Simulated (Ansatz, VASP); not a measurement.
TaN: VASP beside Ansatz

```
Ta N
1.0
     5.18500    0.00000    0.00000
    -2.59250    4.49034    0.00000
     0.00000    0.00000    2.90800
Ta N
3 3
Direct
  0.00000 0.00000 0.00000
  0.33333 0.66667 0.50000
  0.66667 0.33333 0.50000
  0.50000 0.00000 0.00000
  0.50000 0.50000 0.00000
  0.00000 0.50000 0.00000
```

Alike in both runs: task relaxation of cell and atoms; functional PBE; k mesh 6 × 6 × 9; occupations fermi-dirac, width 0.05 eV; no spin polarisation.

```csv
,VASP,Ansatz
version,VASP 6.6.1,Ansatz 0.2.0
potentials or method,"VASP PAW PBE potentials, release 64 (Ta_pv, N)",Ansatz PAW
plane-wave cutoff (eV),600,420
valence electrons in the cell,48,54
```

```csv
,VASP,Ansatz,Ansatz less VASP
"gap on the k mesh at the Fermi level, each at its own relaxed structure (eV)",none,none,-
relaxed volume (Å³/atom),11.69,11.66,-0.025
relaxed cell length with the largest relative difference (Å),2.934,2.932,-0.0022
```

A gap of «none» marks a metal or a gap that the smearing closes. VASP's potentials hold 48 valence electrons a cell and Ansatz's 54, so a difference there can come from the potentials and not from the codes.

Neither program's run includes spin-orbit coupling. Noted on Ansatz's run: the plane-wave basis is chosen anew once the cell has moved, so the energies of steps on either side of that aren't comparable.
